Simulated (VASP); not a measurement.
# Mn (P6/mmm) in VASP: notebook, part 2 of 2

VASP 6.6.1.

## (5) Single point, LDA (8.90 Å³/atom)

This run uses another cell than the first one, of 8.90 Å³/atom.

File INCAR:

```
PREC     = Accurate       # precision mode
ENCUT    = 680            # plane-wave cutoff, eV
EDIFF    = 1E-6           # SCF threshold, eV
ISMEAR   = -1             # smearing method
SIGMA    = 0.1            # smearing width, eV
LREAL    = False          # projectors in reciprocal space
LASPH    = True           # aspherical terms in the spheres
NELM     = 120            # most SCF steps
ALGO     = Normal         # electronic algorithm
ISIF     = 2              # what is computed and relaxed
LWAVE    = False          # write WAVECAR
LCHARG   = False          # write CHGCAR
NBANDS   = 30             # bands
GGA_COMPAT= False
```

File KPOINTS:

```
Automatic mesh
0
Gamma
  11 11 15
```

File POSCAR:

```
Mn
1.0
    3.6590652564      0.0000000000      0.0000000000
   -1.8295326282      3.1688434661      0.0000000000
    0.0000000000      0.0000000000      2.3022331144
Mn
3
Direct
    1.0000000000      1.0000000000      0.0000000000
    0.3333333333      0.6666666667      0.5000000000
    0.6666666667      0.3333333333      0.5000000000
```

Potentials or basis: VASP PAW LDA potentials, release 64 (Mn_sv).

Run with:

```
$ cat potpaw_LDA.64/Mn_sv/POTCAR > POTCAR
$ mpirun -np 1 vasp_std > vasp.out
```

OUTCAR:

```text
PREC = Accurate
   ENCUT = 680
   EDIFF = 1E-6
   ISMEAR = -1
   LREAL = False
   LASPH = True
   NELM = 120
   ISIF = 2

 ion  position               nearest neighbor table
   1  0.000  0.000  0.000-   2 2.41   3 2.41   2 2.41   3 2.41   2 2.41   2 2.41   3 2.41   3 2.41
                             3 2.41   3 2.41   2 2.41   2 2.41
   2  0.333  0.667  0.500-   3 2.11   3 2.11   3 2.11   1 2.41   1 2.41   1 2.41   1 2.41   1 2.41
                             1 2.41
   3  0.667  0.333  0.500-   2 2.11   2 2.11   2 2.11   1 2.41   1 2.41   1 2.41   1 2.41   1 2.41
                             1 2.41

  LATTYP: Found a hexagonal cell.
 ALAT       =     3.6590652564
 C/A-ratio  =     0.6291861317

  Lattice vectors:

 A1 = (   3.6590652564,   0.0000000000,   0.0000000000)
 A2 = (  -1.8295326282,   3.1688434661,   0.0000000000)
 A3 = (   0.0000000000,   0.0000000000,   2.3022331144)

Analysis of symmetry for initial positions (statically):
=====================================================================
 Subroutine PRICEL returns:
 Original cell was already a primitive cell.

 Routine SETGRP: Setting up the symmetry group for a
 hexagonal supercell.

 Subroutine GETGRP returns: Found 24 space group operations
 (whereof 24 operations were pure point group operations)
 out of a pool of 24 trial point group operations.

The static configuration has the point symmetry D_6h.

Analysis of symmetry for dynamics (positions and initial velocities):
=====================================================================
 Subroutine PRICEL returns:
 Original cell was already a primitive cell.

 Routine SETGRP: Setting up the symmetry group for a
 hexagonal supercell.

 Subroutine GETGRP returns: Found 24 space group operations
 (whereof 24 operations were pure point group operations)
 out of a pool of 24 trial point group operations.

The dynamic configuration has the point symmetry D_6h.

 Subroutine INISYM returns: Found 24 space group operations
 (whereof 24 operations are pure point group operations),
 and found     1 'primitive' translations

----------------------------------------------------------------------------------------

                                     Primitive cell

  volume of cell :      26.6944

  direct lattice vectors                    reciprocal lattice vectors
     3.659065256  0.000000000  0.000000000     0.273293841  0.157786273  0.000000000
    -1.829532628  3.168843466  0.000000000     0.000000000  0.315572546  0.000000000
     0.000000000  0.000000000  2.302233114     0.000000000  0.000000000  0.434360879

  length of vectors
     3.659065256  3.659065256  2.302233114     0.315572546  0.315572546  0.434360879

  position of ions in fractional coordinates (direct lattice)
     0.000000000  0.000000000  0.000000000
     0.333333333  0.666666667  0.500000000
     0.666666667  0.333333333  0.500000000

  ion indices of the primitive-cell ions
   primitive index   ion index
                 1           1
                 2           2
                 3           3

----------------------------------------------------------------------------------------

 KPOINTS: Automatic mesh

Automatic generation of k-mesh.
 Grid dimensions read from file:
 generate k-points for:   11   11   15

 Generating k-lattice:

  Cartesian coordinates                     Fractional coordinates (reciprocal lattice)
     0.024844895  0.014344207  0.000000000     0.090909091  0.000000000  0.000000000
     0.000000000  0.028688413  0.000000000     0.000000000  0.090909091  0.000000000
     0.000000000  0.000000000  0.028957392     0.000000000  0.000000000  0.066666667

  Length of vectors
     0.028688413  0.028688413  0.028957392

  Shift w.r.t. Gamma in fractional coordinates (k-lattice)
     0.000000000  0.000000000  0.000000000

 Subroutine IBZKPT returns following result:
 ===========================================

 Found    128 irreducible k-points:

 Following reciprocal coordinates:
            Coordinates               Weight
  0.000000  0.000000  0.000000      1.000000
  0.090909 -0.000000  0.000000      6.000000
  0.181818 -0.000000  0.000000      6.000000
  0.272727 -0.000000  0.000000      6.000000
  0.363636 -0.000000  0.000000      6.000000
  0.454545 -0.000000  0.000000      6.000000
[... 16 lines left out ...]
  0.090909  0.090909  0.066667     12.000000
  0.181818  0.090909  0.066667     24.000000
 [... further k-points ...]
   k-points           NKPTS =    128   k-points in BZ     NKDIM =    128   number of bands    NBANDS=     30
   number of dos      NEDOS =    301   number of ions     NIONS =      3
   total plane-waves  NPLWV =  20480
   dimension x,y,z NGX =    32 NGY =   32 NGZ =   20
   dimension x,y,z NGXF=    64 NGYF=   64 NGZF=   40
   ions per type =               3
   NGX,Y,Z   is equivalent  to a cutoff of  14.54, 14.54, 14.44 a.u.
   NGXF,Y,Z  is equivalent  to a cutoff of  29.08, 29.08, 28.88 a.u.
 SYSTEM =  unknown system
   PREC   = accura    normal or accurate (medium, high low for compatibility)
   ISTART =      0    job   : 0-new  1-cont  2-samecut
   ICHARG =      2    charge: 1-file 2-atom 10-const
   ISPIN  =      1    spin polarized calculation?
   LNONCOLLINEAR =      F non collinear calculations
   LSORBIT =      F    spin-orbit coupling
   LASPH  =      T    aspherical Exc in radial PAW
   ENCUT  =  680.0 eV  49.98 Ry    7.07 a.u.   7.78  7.78  4.90*2*pi/ulx,y,z
   NELM   =    120;   NELMIN=  2; NELMDL= -5     # of ELM steps
   EDIFF  = 0.1E-05   stopping-criterion for ELM
   LREAL  =      F    real-space projection
   EDIFFG = 0.1E-04   stopping-criterion for IOM
   NSW    =      0    number of steps for IOM
   IBRION =     -1    ionic relax: 0-MD 1-quasi-New 2-CG
   NFREE  =      0    steps in history (QN), initial steepest desc. (CG)
   ISIF   =      2    stress and relaxation
   ISYM   =      2    0-nonsym 1-usesym 2-fastsym
   POTIM  = 0.5000    time-step for ionic-motion
   TEBEG  =    0.0;   TEEND  =   0.0 temperature during run
   PSTRESS=    0.0 pullay stress
   NELECT =      45.0000    total number of electrons
   NUPDOWN=      -1.0000    fix difference up-down
   EMIN   =  10.00;   EMAX   =-10.00  energy-range for DOS
   EFERMI =   0.00;   METHOD = LEGACY
   ISMEAR =    -1;   SIGMA  =   0.10  broadening in eV -4-tet -1-fermi 0-gaus
   EFERMI_NEDOS =   21; number of points for ismear=-14 and -15
   IALGO  =     38    algorithm
   IMIX   =      4    mixing-type and parameters
     AMIX     =   0.40;   BMIX     =  1.00
     AMIX_MAG =   1.60;   BMIX_MAG =  1.00
  volume/ion in A,a.u.               =       8.90        60.05
  Fermi-wavevector in a.u.,A,eV,Ry     =   1.948374  3.681892 51.649893  3.796160
  Thomas-Fermi vector in A             =   2.976391
   LORBIT       =      0    0 simple, 1 ext, 2 COOP (PROOUT), +10 PAW based schemes
   GGA     = CA    functional components
   LHFCALC =     F    Hartree Fock is set to
   AEXX    =    0.0000 exact exchange contribution
   IVDW    =     0    specifies the selected vdW correction
   LEPSILON=     F    determine dielectric tensor
   LRPA    =     F    only Hartree local field effects (RPA)
 non-spin polarized calculation
  energy-cutoff  :      680.00
  volume of cell :       26.69
 maximum number of plane-waves:      1095
 NGX is ok and might be reduce to    32
   NGX = 15   NGY = 15   NGZ =  9

 number of electron      44.9999985 magnetization

 Free energy of the ion-electron system (eV)
  ---------------------------------------------------
  ext. energy  EPLUGINS =         0.00000000
  ---------------------------------------------------
  free energy    TOTEN  =       -30.06375405 eV

  energy without entropy =      -29.98276087  energy(sigma->0) =      -30.02325746

 E-fermi :  17.0832     XC(G=0): -15.6839

 val. band max:       17.0761102868   @ k =   0.1818   0.1818   0.4667
 cond. band min:      17.0838669091   @ k =   0.1818   0.0909   0.0000
 fundamental gap:      0.0077566223
 Fermi energy:        17.0832131030

 k-point     1 :       0.0000    0.0000    0.0000
  band No.  band energies     occupation
      1     -61.5283      2.00000
      2     -60.9957      2.00000
      3     -60.9920      2.00000
      4     -31.1217      2.00000
      5     -31.1217      2.00000
      6     -30.5738      2.00000
[... 781 lines left out ...]
     29      23.0432      0.00000
     30      23.4421      0.00000

 [... further k-points ...]

------------------------ aborting loop because EDIFF is reached ----------------------------------------

  FORCE on cell =-STRESS in cart. coord.  units (eV):
  Direction    XX          YY          ZZ          XY          YZ          ZX
  --------------------------------------------------------------------------------------
  -------------------------------------------------------------------------------------
  Total        9.1325414      9.1325414      8.4305589      0.0000000      0.0000000      0.0000000
  in kB      548.1280105    548.1280105    505.9955686      0.0000000      0.0000000      0.0000000
  external PRESSURE =     534.0838632 kB  Pullay stress =       0.0000000 kB

 VOLUME and BASIS-vectors are now :
 -----------------------------------------------------------------------------
  energy-cutoff  :      680.00
  volume of cell :       26.69
      direct lattice vectors                 reciprocal lattice vectors
     3.659065256  0.000000000  0.000000000     0.273293841  0.157786273  0.000000000
    -1.829532628  3.168843466  0.000000000     0.000000000  0.315572546  0.000000000
     0.000000000  0.000000000  2.302233114     0.000000000  0.000000000  0.434360879

 POSITION                                       TOTAL-FORCE (eV/Angst)
 -----------------------------------------------------------------------------------
      0.00000      0.00000      0.00000        -0.000000      0.000000      0.000000
     -0.00000      2.11256      1.15112         0.000000      0.000000      0.000000
      1.82953      1.05628      1.15112        -0.000000     -0.000000      0.000000
 -----------------------------------------------------------------------------------
    total drift:                               -0.000000      0.000000      0.000000

  FREE ENERGIE OF THE ION-ELECTRON SYSTEM (eV)
  ---------------------------------------------------
  free  energy   TOTEN  =       -30.0637540532 eV

  energy  without entropy=      -29.9827608716  energy(sigma->0) =      -30.02325746
```

It took 62 s on 1 thread of Intel Xeon 6975P-C (Granite Rapids), shared host; peak memory 0.2 GiB.

Results:

- Free energy: -30.0638 eV
- Pressure: 53.4 GPa
- Band gap on the k mesh: zero (an odd number of electrons rules out a gap without spin polarisation)

Stress tensor (GPa, compression positive):
```
54.81  0.00  0.00
 0.00 54.81  0.00
 0.00  0.00 50.60
```

Caveat: the cell stands under pressure; the run has no spin polarisation, though such a crystal can be magnetic. Spin polarisation is off, so any magnetic state and its effect on volume and gap are missing.

## (6) The runs side by side

| potentials or basis | cell | k mesh | cutoff (eV) | gap on the mesh (eV) | pressure (GPa) |
| --- | --- | --- | --- | --- | --- |
| VASP PAW LDA potentials, release 64 (Mn_pv) | a = 3.818, b = 3.818, c = 2.402 Å, angles 90.0, 90.0, 120.0°, 3 atoms | 13 × 13 × 17 | 500 | none | 0.6 |
| VASP PAW LDA potentials, release 64 (Mn_sv) | a = 3.714, b = 3.714, c = 2.337 Å, angles 90.0, 90.0, 120.0°, 3 atoms | 11 × 11 × 15 | 680 | none | 31.2 |
| VASP PAW LDA potentials, release 64 (Mn_sv) | a = 3.659, b = 3.659, c = 2.302 Å, angles 90.0, 90.0, 120.0°, 3 atoms | 11 × 11 × 15 | 680 | none | 53.4 |

Alike in all rows: task single point; level LDA; no spin polarisation; smearing fermi-dirac 0.1 eV.

Caveats: the run has no spin polarisation, though such a crystal can be magnetic; the cell stands under pressure (at least some runs).

Absolute energies hang on the potentials; compare differences alone.
